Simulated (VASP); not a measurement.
Write the native input for VASP 6.6.1 that does the following.

```
Task                   : single point
Functional             : PBEsol
Potentials or basis    : VASP PAW PBE potentials, release 64 (Cu)
Cutoff                 : 520 eV
k mesh                 : 9 × 9 × 9
Occupations            : fermi-dirac, width 0.1 eV
Spin                   : no spin polarisation
Dipole correction      : no
Further INCAR settings : ALGO = Fast; EDIFF = 1e-07; NBANDS = 12
```

The structure of Cu lies in POSCAR:

```
Cu
1.0
   -0.0044255800      1.7884307700      1.8385346600
    1.8229069400     -0.0174867600      1.8515958300
    1.7828182100      1.7614032200      0.0226019700
Cu
1
Direct
    0.0000000000      0.0000000000      0.0000000000
```

These files were run (other wordings do the same):

INCAR

```
SYSTEM = Cu
PREC = Accurate
ENCUT = 520
EDIFF = 1E-7
ISMEAR = -1
SIGMA = 0.1
LREAL = .False.
LASPH = .True.
NELM = 60
ALGO = Fast
ISIF = 2
LWAVE = .False.
LCHARG = .False.
GGA = PS
NBANDS = 12
```

KPOINTS

```
Automatic mesh
0
Gamma
  9 9 9
  0 0 0
```

Potentials or basis: VASP PAW PBE potentials, release 64 (Cu).

Run with:

```sh
$ cat potpaw_PBE.64/Cu/POTCAR > POTCAR
$ mpirun -np 1 vasp_std > vasp.out
```

Results of the run:

```
Pressure : -5.7 GPa
```

Caveat: the PAW data sets were made with another functional, which shifts forces and pressure a little.

It took 24 s on 1 thread of Intel(R) Xeon(R) 6975P-C (Granite Rapids), with other jobs on the host, peak memory 0.16 GiB.
